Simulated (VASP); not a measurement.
# BeH (Pnma) in VASP: notebook, part 3 of 3

VASP 6.6.1.

### Step 4. Relaxation of cell and atoms, PBE

This run uses another cell than the first one, of 7.64 Å³/atom.

File INCAR:

```
SYSTEM = BeH
ALGO = Normal ; EDIFF = 1E-7
EDIFFG = -0.04 ; ENCUT = 600
GGA = PE ; IBRION = 2
ISIF = 3 ; ISMEAR = 0
LASPH = .True. ; LCHARG = .False.
LREAL = .False. ; LWAVE = .False.
NELM = 100 ; NSW = 90
PREC = Accurate ; SIGMA = 0.1
```

File KPOINTS:

```
k-points
0
Gamma
  4 6 4
  0 0 0
```

File POSCAR:

```
BeH
1.0
    5.1105937142      0.0000000000      0.0000000000
    0.0000000000      3.0178937019      0.0000000000
    0.0000000000      0.0000000000      3.9651158127
Be H
4 4
Direct
    0.1770000000      0.2500000000      0.1340000000
    0.3230000000      0.7500000000      0.6340000000
    0.6770000000      0.2500000000      0.3660000000
    0.8230000000      0.7500000000      0.8660000000
    0.0400000000      0.2500000000      0.6300000000
    0.4600000000      0.7500000000      0.1300000000
    0.5400000000      0.2500000000      0.8700000000
    0.9600000000      0.7500000000      0.3700000000
```

Potentials or basis: VASP PAW PBE potentials, release 64 (Be, H).

Run with:

```sh
$ cat potpaw_PBE.64/Be/POTCAR potpaw_PBE.64/H/POTCAR > POTCAR
$ mpirun -np 1 vasp_std > vasp.out
```

OUTCAR:

```text
SYSTEM = BeH
   EDIFF = 1E-7
   EDIFFG = -0.04
   ENCUT = 600
   GGA = PE
   IBRION = 2
   ISIF = 3
   ISMEAR = 0
   LASPH = .True.
   LREAL = .False.
   NELM = 100
   NSW = 90
   PREC = Accurate

 ion  position               nearest neighbor table
   1  0.177  0.250  0.134-
   2  0.323  0.750  0.634-
   3  0.677  0.250  0.366-
   4  0.823  0.750  0.866-
   5  0.040  0.250  0.630-
   6  0.460  0.750  0.130-
   7  0.540  0.250  0.870-
   8  0.960  0.750  0.370-

  LATTYP: Found a simple orthorhombic cell.
 ALAT       =     3.0178937019
 B/A-ratio  =     1.3138686131
 C/A-ratio  =     1.6934306569

  Lattice vectors:

 A1 = (   0.0000000000,   3.0178937019,   0.0000000000)
 A2 = (   0.0000000000,   0.0000000000,   3.9651158127)
 A3 = (   5.1105937142,   0.0000000000,   0.0000000000)

Analysis of symmetry for initial positions (statically):
=====================================================================
 Subroutine PRICEL returns:
 Original cell was already a primitive cell.

 Routine SETGRP: Setting up the symmetry group for a
 simple orthorhombic supercell.

 Subroutine GETGRP returns: Found  8 space group operations
 (whereof  2 operations were pure point group operations)
 out of a pool of  8 trial point group operations.

The static configuration has the point symmetry S_2 .
 The point group associated with its full space group is D_2h.

Analysis of symmetry for dynamics (positions and initial velocities):
=====================================================================
 Subroutine PRICEL returns:
 Original cell was already a primitive cell.

 Routine SETGRP: Setting up the symmetry group for a
 simple orthorhombic supercell.

 Subroutine GETGRP returns: Found  8 space group operations
 (whereof  2 operations were pure point group operations)
 out of a pool of  8 trial point group operations.

The dynamic configuration has the point symmetry S_2 .
 The point group associated with its full space group is D_2h.

 Subroutine INISYM returns: Found  8 space group operations
 (whereof  2 operations are pure point group operations),
 and found     1 'primitive' translations

----------------------------------------------------------------------------------------

                                     Primitive cell

  volume of cell :      61.1549

  direct lattice vectors                    reciprocal lattice vectors
     5.110593714  0.000000000  0.000000000     0.195671982  0.000000000  0.000000000
     0.000000000  3.017893702  0.000000000     0.000000000  0.331356933  0.000000000
     0.000000000  0.000000000  3.965115813     0.000000000  0.000000000  0.252199443

  length of vectors
     5.110593714  3.017893702  3.965115813     0.195671982  0.331356933  0.252199443

  position of ions in fractional coordinates (direct lattice)
     0.177000000  0.250000000  0.134000000
     0.323000000  0.750000000  0.634000000
     0.677000000  0.250000000  0.366000000
     0.823000000  0.750000000  0.866000000
     0.040000000  0.250000000  0.630000000
     0.460000000  0.750000000  0.130000000
     0.540000000  0.250000000  0.870000000
     0.960000000  0.750000000  0.370000000

  ion indices of the primitive-cell ions
   primitive index   ion index
                 1           1
                 2           2
                 3           3
                 4           4
                 5           5
                 6           6
                 7           7
                 8           8

[... 76 lines left out ...]
   NFREE  =      1    steps in history (QN), initial steepest desc. (CG)
   ISIF   =      3    stress and relaxation
   ISYM   =      2    0-nonsym 1-usesym 2-fastsym
   POTIM  = 0.5000    time-step for ionic-motion
   TEBEG  =    0.0;   TEEND  =   0.0 temperature during run
   PSTRESS=    0.0 pullay stress
   NELECT =      12.0000    total number of electrons
   NUPDOWN=      -1.0000    fix difference up-down
   EMIN   =  10.00;   EMAX   =-10.00  energy-range for DOS
   EFERMI =   0.00;   METHOD = LEGACY
   ISMEAR =     0;   SIGMA  =   0.10  broadening in eV -4-tet -1-fermi 0-gaus
   EFERMI_NEDOS =   21; number of points for ismear=-14 and -15
   IALGO  =     38    algorithm
   IMIX   =      4    mixing-type and parameters
     AMIX     =   0.40;   BMIX     =  1.00
     AMIX_MAG =   1.60;   BMIX_MAG =  1.00
  volume/ion in A,a.u.               =       7.64        51.59
  Fermi-wavevector in a.u.,A,eV,Ry     =   0.951316  1.797727 12.313305  0.905002
  Thomas-Fermi vector in A             =   2.079775
   LORBIT       =      0    0 simple, 1 ext, 2 COOP (PROOUT), +10 PAW based schemes
   GGA     = PE    functional components
   LHFCALC =     F    Hartree Fock is set to
   AEXX    =    0.0000 exact exchange contribution
   IVDW    =     0    specifies the selected vdW correction
   LEPSILON=     F    determine dielectric tensor
   LRPA    =     F    only Hartree local field effects (RPA)
 conjugate gradient relaxation of ions
 non-spin polarized calculation
 Gauss-broadening in eV      SIGMA  =   0.10
  energy-cutoff  :      600.00
  volume of cell :       61.15
 maximum number of plane-waves:      2064
 NGX is ok and might be reduce to    42
   NGX = 21   NGY = 13   NGZ = 15

--------------------------------------- Ionic step        1  -------------------------------------------

 number of electron      12.0000002 magnetization

 Free energy of the ion-electron system (eV)
  ---------------------------------------------------
  ext. energy  EPLUGINS =         0.00000000
  ---------------------------------------------------
  free energy    TOTEN  =       -22.06696606 eV

  energy without entropy =      -22.05187093  energy(sigma->0) =      -22.05941850

------------------------ aborting loop because EDIFF is reached ----------------------------------------

  FORCE on cell =-STRESS in cart. coord.  units (eV):
  Direction    XX          YY          ZZ          XY          YZ          ZX
  --------------------------------------------------------------------------------------
  -------------------------------------------------------------------------------------
  Total       -8.1587714     -8.4787927     -5.9197007      0.0000000     -0.0000000      0.0000000
  in kB     -213.7490411   -222.1331758   -155.0883439      0.0000000     -0.0000000      0.0000000
  external PRESSURE =    -196.9901869 kB  Pullay stress =       0.0000000 kB
[... 107 lines left out ...]
  FREE ENERGIE OF THE ION-ELECTRON SYSTEM (eV)
  ---------------------------------------------------
  free  energy   TOTEN  =       -23.3862682198 eV

  energy  without entropy=      -23.3672836493  energy(sigma->0) =      -23.37677593

 E-fermi :   4.9472     XC(G=0): -10.0404

 val. band max:        4.8359100734   @ k =   0.2500   0.1667   0.2500
 cond. band min:       5.0220091951   @ k =   0.0000   0.0000   0.0000
 fundamental gap:      0.1860991217
 Fermi energy:         4.9471831942

 k-point     1 :       0.0000    0.0000    0.0000
  band No.  band energies     occupation
      1      -7.8314      2.00000
      2      -6.6643      2.00000
      3      -2.0463      2.00000
      4      -0.1103      2.00000
      5       1.5801      2.00000
      6       2.4417      2.00000
      7       5.0220      0.28996
      8       8.4700      0.00000
      9       8.7049      0.00000
     10       8.7812      0.00000
     11      10.3251      0.00000
[... 310 lines left out ...]
  band No.  band energies     occupation
      1      -1.3642      2.00000
      2      -1.3642      2.00000
      3      -1.3642      2.00000
      4      -1.3642      2.00000
      5       6.2661      0.00000
      6       6.2661      0.00000
      7       6.2661      0.00000
      8       6.2661      0.00000
      9       8.8814      0.00000
     10       8.8814      0.00000
     11       8.8814      0.00000

 [... further k-points ...]

[... ionic steps 4 to 40 ...]

--------------------------------------- Ionic step       41  -------------------------------------------

 number of electron      11.9999999 magnetization

------------------------ aborting loop because EDIFF is reached ----------------------------------------
[... 79 lines left out ...]
--------------------------------------- Ionic step       43  -------------------------------------------

 number of electron      11.9999995 magnetization

 Free energy of the ion-electron system (eV)
  ---------------------------------------------------
  ext. energy  EPLUGINS =         0.00000000
  ---------------------------------------------------
  free energy    TOTEN  =       -25.88895764 eV

  energy without entropy =      -25.88789363  energy(sigma->0) =      -25.88842564

 E-fermi :   4.1116     XC(G=0):  -9.6858

 val. band max:        4.0027914377   @ k =   0.0000   0.0000   0.5000
 cond. band min:       4.2091472665   @ k =   0.0000   0.3333   0.0000
 fundamental gap:      0.2063558288
 Fermi energy:         4.1115894627

 k-point     1 :       0.0000    0.0000    0.0000
  band No.  band energies     occupation
      1      -8.0556      2.00000
      2      -7.2497      2.00000
      3      -2.6398      2.00000
      4      -0.5406      2.00000
      5       0.7297      2.00000
      6       0.8444      2.00000
      7       4.4525      0.00000
      8       6.1822      0.00000
      9       7.8863      0.00000
     10       8.2065      0.00000
     11       9.2981      0.00000
[... 357 lines left out ...]
  FREE ENERGIE OF THE ION-ELECTRON SYSTEM (eV)
  ---------------------------------------------------
  free  energy   TOTEN  =       -25.8889576393 eV

  energy  without entropy=      -25.8878936311  energy(sigma->0) =      -25.88842564

 reached required accuracy - stopping structural energy minimisation
```

It took 5.4 min on 1 thread of AMD EPYC 9R45 (Zen 5), shared host; peak memory 0.17 GiB.

What came out:

| Quantity | Value |
| --- | --- |
| Free energy | -25.8890 eV |
| Relaxed volume | 6.79 Å³/atom |
| Relaxed cell | a = 7.163 Å, b = 2.139 Å, c = 3.545 Å, α = 90.00°, β = 90.00°, γ = 90.00° |
| Space group after relaxing (to 0.1 Å) | Pnma (No. 62) |
| Energy gained by relaxing | 477.7 meV/atom |
| Ionic steps | 43 |
| Pressure after relaxing | -0.2 GPa |
| Largest force after relaxing | 0.038 eV/Å |
| Band gap on the k mesh | zero (bands 6 and 7 overlap by 3.94 eV) |

Forces on the atoms (eV/Å):
```
Be  -0.026  0.000  0.028
Be   0.026  0.000  0.028
Be  -0.026  0.000 -0.028
Be   0.026  0.000 -0.028
H   -0.006  0.000 -0.013
H    0.006  0.000 -0.013
H   -0.006  0.000  0.013
H    0.006  0.000  0.013
```

The path:
| step | energy change (eV) | largest force (eV/Å) | pressure (GPa) | volume (Å³) |
| --- | --- | --- | --- | --- |
| 1 | 0.0000 | 0.3516 | -19.70 | 61.15 |
| 3 | -1.3193 | 0.3515 | -3.61 | 46.60 |
| 5 | -1.3506 | 0.3576 | 1.09 | 44.53 |
| 7 | -1.5670 | 0.5170 | 2.43 | 44.09 |
| 9 | -1.9047 | 0.6310 | 14.36 | 41.77 |
| 11 | -2.0045 | 0.4897 | 10.64 | 42.43 |
| 13 | -2.3470 | 0.5158 | 10.31 | 43.95 |
| 15 | -2.3806 | 0.6283 | 11.07 | 44.39 |
| 17 | -2.8349 | 0.5920 | 0.04 | 49.18 |
| 19 | -2.8509 | 0.6004 | -1.77 | 50.56 |
| 21 | -3.1583 | 0.3615 | -1.45 | 49.50 |
| 23 | -3.2225 | 0.3754 | 0.11 | 48.60 |
| 25 | -3.4481 | 0.2020 | 4.62 | 47.96 |
| 27 | -3.4517 | 0.3486 | 6.00 | 47.84 |
| 29 | -3.6091 | 0.3790 | 3.66 | 49.63 |
| 31 | -3.6247 | 0.4890 | 2.29 | 50.83 |
| 33 | -3.6863 | 0.3830 | 1.41 | 51.18 |
| 35 | -3.7732 | 0.2984 | 0.05 | 52.86 |
| 37 | -3.7860 | 0.2662 | 0.88 | 53.02 |
| 39 | -3.8117 | 0.0932 | 0.97 | 53.68 |
| 41 | -3.8163 | 0.0646 | -0.45 | 54.40 |
| 43 | -3.8220 | 0.0382 | -0.23 | 54.31 |

Final structure:
```
CELL_PARAMETERS angstrom
7.16255 0.00000 0.00000
0.00000 2.13855 0.00000
0.00000 0.00000 3.54542
ATOMIC_POSITIONS crystal
Be 0.13951 0.25000 0.07361
Be 0.36049 0.75000 0.57361
Be 0.63951 0.25000 0.42639
Be 0.86049 0.75000 0.92639
H 0.98225 0.25000 0.74490
H 0.51775 0.75000 0.24490
H 0.48225 0.25000 0.75510
H 0.01775 0.75000 0.25510
```

Caveat: the k points lie up to 0.49 Å⁻¹ apart in the final cell, too coarse for converged energies and pressures of a metal; a cell axis changed by over 15 % at a fixed basis, so the end point is rough.

### Step 5. Single point, PBE

File INCAR:

```
PREC     = Accurate       # precision mode
ENCUT    = 520            # plane-wave cutoff, eV
EDIFF    = 1E-6           # SCF threshold, eV
ISMEAR   = 0              # smearing method
SIGMA    = 0.1            # smearing width, eV
LREAL    = False          # projectors in reciprocal space
LASPH    = True           # aspherical terms in the spheres
NELM     = 60             # most SCF steps
ALGO     = Normal         # electronic algorithm
ISIF     = 2              # what is computed and relaxed
LWAVE    = False          # write WAVECAR
LCHARG   = False          # write CHGCAR
GGA      = PE             # functional
NBANDS   = 16             # bands
```

File KPOINTS:

```
regular mesh
0
Gamma
  6 16 10
```

File POSCAR:

```
BeH
1.0
    6.0353003119      0.0000000000      0.0000000000
    0.0000000000      2.2861918952      0.0000000000
    0.0000000000      0.0000000000      3.7765556272
Be H
4 4
Direct
    0.1380554327      0.2500000000      0.1230999795
    0.3619445673      0.7500000000      0.6230999795
    0.6380554327      0.2500000000      0.3769000205
    0.8619445673      0.7500000000      0.8769000205
    0.8481797994      0.2500000000      0.5813837707
    0.6518202006      0.7500000000      0.0813837707
    0.3481797994      0.2500000000      0.9186162293
    0.1518202006      0.7500000000      0.4186162293
```

Run with:

```sh
$ cat potpaw_PBE.64/Be/POTCAR potpaw_PBE.64/H/POTCAR > POTCAR
$ mpirun -np 1 vasp_std > vasp.out
```

It took 65 s on 1 thread of AMD EPYC 9R45 (Zen 5), shared host; peak memory 0.23 GiB.

The run converged. Its results:

```yaml
Free_energy: -26.4579 eV
Pressure: 0.0 GPa
Largest_force: 0.006 eV/Å
Band_gap_on_the_k_mesh: zero (bands 6 and 7 overlap by 3.05 eV)
```

Forces on the atoms (eV/Å):
```
Be  -0.004  0.000  0.002
Be   0.004  0.000  0.002
Be  -0.004  0.000 -0.002
Be   0.004  0.000 -0.002
H    0.006  0.000  0.000
H   -0.006  0.000  0.000
H    0.006  0.000  0.000
H   -0.006  0.000  0.000
```

Levels at points of the mesh, in eV from the Fermi level:
```
           k point  band 4  band 5  band 6  band 7  band 8  band 9
(0.00, 0.00, 0.00)   -5.83   -4.53   -1.10    1.47    1.70    2.67
(0.50, 0.00, 0.00)   -6.48   -3.43   -3.43    0.64    0.64    4.54
(0.00, 0.50, 0.00)   -6.12    1.32    1.32    2.01    2.01    2.23
(0.50, 0.50, 0.00)   -6.69    1.67    1.67    1.67    1.67    3.68
(0.00, 0.00, 0.50)   -8.20   -5.19   -5.19    4.22    4.22    4.90
(0.50, 0.00, 0.50)   -8.97   -3.84   -3.84    0.77    0.77    7.86
(0.00, 0.50, 0.50)   -5.28   -1.70   -1.70   -0.83   -0.83    2.32
(0.50, 0.50, 0.50)   -5.91   -1.37   -1.37   -1.37   -1.37    3.88
```

### Step 6. Overview

| task | cell | k mesh | cutoff (eV) | gap on the mesh (eV) | pressure (GPa) | largest force (eV/Å) |
| --- | --- | --- | --- | --- | --- | --- |
| single point | a = 5.989, b = 2.293, c = 3.800 Å, 8 atoms, atomic positions A | 4 × 6 × 4 | 520 | none | 0.0 | 0.01 |
| single point | a = 5.111, b = 3.018, c = 3.965 Å, 8 atoms, atomic positions B | 4 × 6 × 4 | 520 | none | -19.8 | 0.35 |
| relaxation of cell and atoms | relaxed from a = 5.111, b = 3.018, c = 3.965 Å, 8 atoms, atomic positions B | 4 × 6 × 4 | 600 | none | -0.2 | 0.04 |
| single point | a = 6.035, b = 2.286, c = 3.777 Å, 8 atoms, atomic positions C | 6 × 16 × 10 | 520 | none | 0.0 | 0.01 |

Alike in all rows: level PBE; potentials or basis VASP PAW PBE potentials, release 64 (Be, H); no spin polarisation; smearing gaussian 0.1 eV.

Caveats: some runs use coarse meshes; a cell axis changed by over 15 % at a fixed basis, so the end point is rough (at least some runs).

Absolute energies hang on the potentials; compare differences alone.

The gap in the log of VASP goes by the Fermi energy; the results here count the filled bands.